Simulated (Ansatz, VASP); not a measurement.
# Si in VASP and in Ansatz

```
CELL_PARAMETERS angstrom
-1.40625 1.40625 1.40625
1.40625 -1.40625 1.40625
1.40625 1.40625 -1.40625
ATOMIC_POSITIONS crystal
Si 0.00000 0.00000 0.00000
```

Alike in both runs: task relaxation of cell and atoms; functional PBE; k mesh 18 × 18 × 18; occupations fermi-dirac, width 0.05 eV; no spin polarisation.

```csv
,VASP,Ansatz
version,VASP 6.6.1,Ansatz 0.2.0
potentials or method,"VASP PAW PBE potentials, release 64 (Si)","PAW with Ansatz's default frozen-core files, scalar-relativistic"
plane-wave cutoff (eV),600,420
valence electrons in the cell,4,4
```

|  | VASP | Ansatz | Ansatz less VASP |
| --- | --- | --- | --- |
| relaxed volume (Å³/atom) | 14.65 | 14.65 | +0.006 |
| relaxed cell length with the largest relative difference (Å) | 2.670 | 2.670 | +0.0003 |

Noted on VASP's run: the volume moved by over 15 % at a fixed basis, so the end points are rough.
